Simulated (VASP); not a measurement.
# GaN (F-43m) in VASP: settings compared, part 2 of 2

VASP 6.6.1.

### 3 Single point, B3LYP5

This run uses another cell than the first one, of 10.99 Å³/atom.

File POSCAR:

```
GaN
1.0
    0.0000000000      2.2230441631      2.2230441631
    2.2230441631      0.0000000000      2.2230441631
    2.2230441631      2.2230441631      0.0000000000
Ga N
1 1
Direct
    0.0000000000      0.0000000000      0.0000000000
    0.2500000000      0.2500000000      0.2500000000
```

File INCAR.step1:

```
SYSTEM = GaN
PREC = Accurate
ENCUT = 910
EDIFF = 1E-5
ISMEAR = -1
SIGMA = 0.05
LREAL = .False.
LASPH = .True.
NELM = 120
ALGO = Normal
ISIF = 2
LWAVE = .True.
LCHARG = .False.
GGA = PE
NBANDS = 16
GGA_COMPAT = .False.
```

File INCAR.step2:

```
SYSTEM = GaN
PREC = Accurate
ENCUT = 910
EDIFF = 1E-6
ISMEAR = -1
SIGMA = 0.05
LREAL = .False.
LASPH = .True.
NELM = 120
ALGO = Normal
ISIF = 2
LWAVE = .False.
LCHARG = .False.
GGA = B5
LHFCALC = .True.
AEXX = 0.2
AGGAX = 0.72
AGGAC = 0.81
ALDAC = 0.19
PRECFOCK = Normal
ISTART = 1
NBANDS = 16
GGA_COMPAT = .False.
```

File KPOINTS:

```
Automatic mesh
0
Gamma
  5 5 5
  0 0 0
```

Potentials or basis: VASP PAW PBE potentials, release 64 (Ga_d, N_h).

Command:

```sh
$ cat potpaw_PBE.64/Ga_d/POTCAR potpaw_PBE.64/N_h/POTCAR > POTCAR
$ cp INCAR.step1 INCAR
$ mpirun -np 1 vasp_std > vasp.out
$ cp INCAR.step2 INCAR
$ mpirun -np 1 vasp_std > vasp.out
```

OUTCAR:

```text
SYSTEM = GaN
   PREC = Accurate
   ENCUT = 910
   EDIFF = 1E-6
   ISMEAR = -1
   LREAL = .False.
   LASPH = .True.
   NELM = 120
   ISIF = 2
   GGA = B5
   LHFCALC = .True.
   AEXX = 0.2
   PRECFOCK = Normal
   ISTART = 1

 ion  position               nearest neighbor table
   1  0.000  0.000  0.000-   2 1.93   2 1.93   2 1.93   2 1.93
   2  0.250  0.250  0.250-   1 1.93   1 1.93   1 1.93   1 1.93

  LATTYP: Found a face centered cubic cell.
 ALAT       =     4.4460883262

  Lattice vectors:

 A1 = (   0.0000000000,   2.2230441631,   2.2230441631)
 A2 = (   2.2230441631,   0.0000000000,   2.2230441631)
 A3 = (   2.2230441631,   2.2230441631,   0.0000000000)

Analysis of symmetry for initial positions (statically):
=====================================================================
 Subroutine PRICEL returns:
 Original cell was already a primitive cell.

 Routine SETGRP: Setting up the symmetry group for a
 face centered cubic supercell.

 Subroutine GETGRP returns: Found 24 space group operations
 (whereof 24 operations were pure point group operations)
 out of a pool of 48 trial point group operations.

The static configuration has the point symmetry T_d .

Analysis of symmetry for dynamics (positions and initial velocities):
=====================================================================
 Subroutine PRICEL returns:
 Original cell was already a primitive cell.

 Routine SETGRP: Setting up the symmetry group for a
 face centered cubic supercell.

 Subroutine GETGRP returns: Found 24 space group operations
 (whereof 24 operations were pure point group operations)
 out of a pool of 48 trial point group operations.

The dynamic configuration has the point symmetry T_d .

 Subroutine INISYM returns: Found 24 space group operations
 (whereof 24 operations are pure point group operations),
 and found     1 'primitive' translations

----------------------------------------------------------------------------------------

                                     Primitive cell

  volume of cell :      21.9722

  direct lattice vectors                    reciprocal lattice vectors
     0.000000000  2.223044163  2.223044163    -0.224916809  0.224916809  0.224916809
     2.223044163  0.000000000  2.223044163     0.224916809 -0.224916809  0.224916809
     2.223044163  2.223044163  0.000000000     0.224916809  0.224916809 -0.224916809

  length of vectors
     3.143859205  3.143859205  3.143859205     0.389567341  0.389567341  0.389567341

  position of ions in fractional coordinates (direct lattice)
     0.000000000  0.000000000  0.000000000
     0.250000000  0.250000000  0.250000000

  ion indices of the primitive-cell ions
   primitive index   ion index
                 1           1
                 2           2

----------------------------------------------------------------------------------------

[... 25 lines left out ...]
            Coordinates               Weight
  0.000000  0.000000  0.000000      1.000000
  0.200000  0.000000  0.000000      8.000000
  0.400000  0.000000  0.000000      8.000000
  0.200000  0.200000  0.000000      6.000000
  0.400000  0.200000  0.000000     24.000000
 -0.400000  0.200000  0.000000     24.000000
 -0.200000  0.200000  0.000000     12.000000
  0.400000  0.400000  0.000000      6.000000
 -0.400000  0.400000  0.000000     12.000000
 -0.400000  0.400000  0.200000     24.000000
   k-points           NKPTS =     10   k-points in BZ     NKDIM =    125   number of bands    NBANDS=     16
   number of dos      NEDOS =    301   number of ions     NIONS =      2
   total plane-waves  NPLWV =  32768
   dimension x,y,z NGX =    32 NGY =   32 NGZ =   32
   dimension x,y,z NGXF=    64 NGYF=   64 NGZF=   64
   ions per type =               1   1
   NGX,Y,Z   is equivalent  to a cutoff of  16.92, 16.92, 16.92 a.u.
   NGXF,Y,Z  is equivalent  to a cutoff of  33.84, 33.84, 33.84 a.u.
 SYSTEM =  GaN
   PREC   = accura    normal or accurate (medium, high low for compatibility)
   ISTART =      1    job   : 0-new  1-cont  2-samecut
   ICHARG =      0    charge: 1-file 2-atom 10-const
   ISPIN  =      1    spin polarized calculation?
   LNONCOLLINEAR =      F non collinear calculations
   LSORBIT =      F    spin-orbit coupling
   LASPH  =      T    aspherical Exc in radial PAW
   ENCUT  =  910.0 eV  66.88 Ry    8.18 a.u.   7.73  7.73  7.73*2*pi/ulx,y,z
   NELM   =    120;   NELMIN=  2; NELMDL=  0     # of ELM steps
   EDIFF  = 0.1E-05   stopping-criterion for ELM
   LREAL  =      F    real-space projection
   EDIFFG = 0.1E-04   stopping-criterion for IOM
   NSW    =      0    number of steps for IOM
   IBRION =     -1    ionic relax: 0-MD 1-quasi-New 2-CG
   NFREE  =      0    steps in history (QN), initial steepest desc. (CG)
   ISIF   =      2    stress and relaxation
   ISYM   =      3    0-nonsym 1-usesym 2-fastsym
   POTIM  = 0.5000    time-step for ionic-motion
   TEBEG  =    0.0;   TEEND  =   0.0 temperature during run
   PSTRESS=    0.0 pullay stress
   NELECT =      18.0000    total number of electrons
   NUPDOWN=      -1.0000    fix difference up-down
   EMIN   =  10.00;   EMAX   =-10.00  energy-range for DOS
   EFERMI =   0.00;   METHOD = LEGACY
   ISMEAR =    -1;   SIGMA  =   0.05  broadening in eV -4-tet -1-fermi 0-gaus
   EFERMI_NEDOS =   21; number of points for ismear=-14 and -15
   IALGO  =     38    algorithm
   IMIX   =      1    mixing-type and parameters
     AMIX     =   0.40;   BMIX     =  1.00
     AMIX_MAG =   1.60;   BMIX_MAG =  1.00
  volume/ion in A,a.u.               =      10.99        74.14
  Fermi-wavevector in a.u.,A,eV,Ry     =   1.531819  2.894719 31.925673  2.346471
  Thomas-Fermi vector in A             =   2.639111
   LORBIT       =      0    0 simple, 1 ext, 2 COOP (PROOUT), +10 PAW based schemes
   GGA     = B5    functional components
   LHFCALC =     T    Hartree Fock is set to
   PRECFOCK=normal    Normal, Fast or Accurate (Low or Medium for compatibility)
   ENCUT4O =  -1.0   cutoff for four orbital integrals eV
   NKREDX  =     1    reduce k-point grid by
   NKREDY  =     1    reduce k-point grid by
   NKREDZ  =     1    reduce k-point grid by
   AEXX    =    0.2000 exact exchange contribution
   HFSCREEN=    0.0000 screening length (either q_TF or 0.3 A-1)
   HFSCREENC=   0.0000 screening length for correlation (either q_TF or 0.3 A-1)
   ENCUTFOCK=  -1.0 apply spherical cutoff to Coloumb kernel
   IVDW    =     0    specifies the selected vdW correction
   LEPSILON=     F    determine dielectric tensor
   LRPA    =     F    only Hartree local field effects (RPA)
 non-spin polarized calculation
  energy-cutoff  :      910.00
  volume of cell :       21.97
 maximum number of plane-waves:      1386
  NGX = 24; NGY = 24; NGZ = 24

 number of electron      17.9999998 magnetization

 Free energy of the ion-electron system (eV)
  ---------------------------------------------------
  ext. energy  EPLUGINS =         0.00000000
  ---------------------------------------------------
  free energy    TOTEN  =       -13.89337105 eV

  energy without entropy =      -13.89337105  energy(sigma->0) =      -13.89337105

 E-fermi :   6.4384     XC(G=0):  -9.4062

 val. band max:        5.3586003007   @ k =   0.0000   0.0000   0.0000
 cond. band min:       9.0974615715   @ k =   0.0000   0.0000   0.0000
 fundamental gap:      3.7388612708
 Fermi energy:         6.4383628341

 k-point     1 :       0.0000    0.0000    0.0000
  band No.  band energies     occupation
      1     -12.0709      2.00000
      2      -9.9365      2.00000
      3      -9.9365      2.00000
      4      -9.9365      2.00000
      5      -9.5830      2.00000
      6      -9.5830      2.00000
[... 167 lines left out ...]
      3      -9.7456      2.00000
      4      -9.6178      2.00000
      5      -9.5553      2.00000
      6      -7.4520      2.00000
[... 8 lines left out ...]
     15      27.4766      0.00000
     16      31.6847      0.00000

------------------------ aborting loop because EDIFF is reached ----------------------------------------

  FORCE on cell =-STRESS in cart. coord.  units (eV):
  Direction    XX          YY          ZZ          XY          YZ          ZX
  --------------------------------------------------------------------------------------
  -------------------------------------------------------------------------------------
  Total        1.9666124      1.9666124      1.9666124     -0.0000000      0.0000000      0.0000000
  in kB      143.4019606    143.4019606    143.4019606     -0.0000000      0.0000000      0.0000000
  external PRESSURE =     143.4019606 kB  Pullay stress =       0.0000000 kB

 VOLUME and BASIS-vectors are now :
 -----------------------------------------------------------------------------
  energy-cutoff  :      910.00
  volume of cell :       21.97
      direct lattice vectors                 reciprocal lattice vectors
     0.000000000  2.223044163  2.223044163    -0.224916809  0.224916809  0.224916809
     2.223044163  0.000000000  2.223044163     0.224916809 -0.224916809  0.224916809
     2.223044163  2.223044163  0.000000000     0.224916809  0.224916809 -0.224916809

 POSITION                                       TOTAL-FORCE (eV/Angst)
 -----------------------------------------------------------------------------------
      0.00000      0.00000      0.00000        -0.000000      0.000000      0.000000
      1.11152      1.11152      1.11152         0.000000     -0.000000     -0.000000
 -----------------------------------------------------------------------------------
    total drift:                                0.000039      0.000016      0.000026

  FREE ENERGIE OF THE ION-ELECTRON SYSTEM (eV)
  ---------------------------------------------------
  free  energy   TOTEN  =       -13.8933710493 eV

  energy  without entropy=      -13.8933710493  energy(sigma->0) =      -13.89337105
```

Wall time 17 min (1 thread of Intel Xeon 6975P-C (Granite Rapids), shared host); peak memory 0.19 GiB.

What came out:

```
Free energy            : -13.8934 eV
Pressure               : 14.3 GPa
Band gap on the k mesh : 3.74 eV
```

Caveat: the k points lie up to 0.49 Å⁻¹ apart; the cutoff is under 1.25 times the usual one of these potentials, so pressure, stress and relaxed cells hold a basis-set (Pulay) error; the PAW data sets were made with another functional, which shifts forces and pressure a little.

### 4 Single point, b88 exchange, pbe correlation

This run uses another cell than the first one, of 10.76 Å³/atom.

File INCAR:

```
ALGO = Normal
EDIFF = 1E-6
ENCUT = 600
GGA = LIBXC
GGA_COMPAT = False
ISIF = 2
ISMEAR = -1
LASPH = True
LCHARG = True
LELF = True
LIBXC1 = GGA_X_B88
LIBXC2 = GGA_C_PBE
LREAL = False
LVHAR = True
LWAVE = False
NBANDS = 16
NELM = 120
PREC = Accurate
SIGMA = 0.05
```

File KPOINTS:

```
k-points
0
Gamma
  10 10 10
```

File POSCAR:

```
GaN
1.0
    0.0000000000      2.2074978911      2.2074978911
    2.2074978911      0.0000000000      2.2074978911
    2.2074978911      2.2074978911      0.0000000000
Ga N
1 1
Direct
    0.0000000000      0.0000000000      0.0000000000
    0.2500000000      0.2500000000      0.2500000000
```

Potentials or basis: VASP PAW PBE potentials, release 64 (Ga_d, N).

Command:

```sh
$ cat potpaw_PBE.64/Ga_d/POTCAR potpaw_PBE.64/N/POTCAR > POTCAR
$ mpirun -np 1 vasp_std > vasp.out
```

Wall time 30 s (1 thread of Intel Xeon 6975P-C (Granite Rapids), shared host); peak memory 0.16 GiB.

It converged, with:

* Free energy: -11.8350 eV
* Pressure: 18.1 GPa
* Band gap on the k mesh: 2.13 eV

Levels at points of the mesh, in eV from the valence-band top:
```
           k point  band 6  band 7  band 8  band 9  band 10  band 11  band 12  band 13
(0.00, 0.00, 0.00)  -13.16    0.00    0.00    0.00     2.13    10.70    10.70    10.70
(0.50, 0.00, 0.00)  -11.90   -7.45   -1.05   -1.05     5.07     9.04    10.69    10.69
(0.50, 0.50, 0.00)  -11.49   -6.38   -2.92   -2.92     3.37     7.03    12.16    14.63
```

Caveat: the cell stands under pressure; the PAW data sets were made with another functional, which shifts forces and pressure a little.

### 5 Single point, b88 exchange, pbe correlation

This run uses another cell than the first one, of 10.99 Å³/atom.

File INCAR:

```
SYSTEM = GaN
  PREC = Accurate
  ENCUT = 600
  EDIFF = 1E-6
  ISMEAR = -1
  SIGMA = 0.05
  LREAL = .False.
  LASPH = .True.
  NELM = 120
  ALGO = Normal
  ISIF = 2
  LWAVE = .False.
  LCHARG = .False.
  GGA = LIBXC
  LIBXC1 = GGA_X_B88
  LIBXC2 = GGA_C_PBE
  NBANDS = 16
  GGA_COMPAT = .False.
```

File KPOINTS:

```
regular mesh
0
Gamma
  10 10 10
  0 0 0
```

File POSCAR:

```
GaN
1.0
    0.0000000000      2.2230441631      2.2230441631
    2.2230441631      0.0000000000      2.2230441631
    2.2230441631      2.2230441631      0.0000000000
Ga N
1 1
Direct
    0.0000000000      0.0000000000      0.0000000000
    0.2500000000      0.2500000000      0.2500000000
```

Command:

```sh
$ cat potpaw_PBE.64/Ga_d/POTCAR potpaw_PBE.64/N/POTCAR > POTCAR
$ mpirun -np 1 vasp_std > vasp.out
```

It took 30 s on 1 thread of Intel Xeon 6975P-C (Granite Rapids), shared host; peak memory 0.16 GiB.

Results (log left out):

* Free energy: -11.8801 eV
* Pressure: 13.1 GPa
* Band gap on the k mesh: 1.99 eV

Levels at points of the mesh, in eV from the valence-band top:
```tsv
k point	band 5	band 6	band 7	band 8	band 9	band 10	band 11	band 12	band 13	band 14
(0.00, 0.00, 0.00)	-13.16	-13.16	0.00	0.00	0.00	1.99	10.56	10.56	10.56	18.15
(0.50, 0.00, 0.00)	-13.11	-11.90	-7.31	-1.02	-1.02	4.92	8.94	10.58	10.58	15.99
(0.50, 0.50, 0.00)	-13.08	-11.48	-6.29	-2.84	-2.84	3.37	6.90	12.00	14.40	14.40
```

Caveat: the cell stands under pressure; the PAW data sets were made with another functional, which shifts forces and pressure a little.

### 6 Overview

| level | potentials or basis | spin | cell | k mesh | cutoff (eV) | grid for exact exchange (PRECFOCK) | share of exact exchange | gap on the mesh (eV) | pressure (GPa) |
| --- | --- | --- | --- | --- | --- | --- | --- | --- | --- |
| PBE | VASP PAW PBE potentials, release 64 (Ga_d, N) | non-collinear, zero start, SOC | a = 3.249 Å, angles 60.0°, 2 atoms | 10 × 10 × 10 | 520 | - | - | - | -4.8 |
| B3LYP5 | VASP PAW PBE potentials, release 64 (Ga_d, N_h) | off | a = 3.144 Å, angles 60.0°, 2 atoms | 5 × 5 × 5 | 910 | Normal | 0.2 | 3.74 | 14.3 |
| b88 exchange, pbe correlation | VASP PAW PBE potentials, release 64 (Ga_d, N) | off | a = 3.122 Å, angles 60.0°, 2 atoms | 10 × 10 × 10 | 600 | - | - | 2.13 | 18.1 |
| b88 exchange, pbe correlation | VASP PAW PBE potentials, release 64 (Ga_d, N) | off | a = 3.144 Å, angles 60.0°, 2 atoms | 10 × 10 × 10 | 600 | - | - | 1.99 | 13.1 |

Alike in all rows: task single point; smearing fermi-dirac 0.05 eV.

Caveats: some runs use coarse meshes; the PAW data sets were made with another functional, which shifts forces and pressure a little (at least some runs); the cell stands under pressure (at least some runs); the cell stands under tension (at least some runs); the cutoff is under 1.25 times the usual one of these potentials, so pressure, stress and relaxed cells hold a basis-set (Pulay) error (at least some runs).

Absolute energies hang on the potentials; compare differences alone.
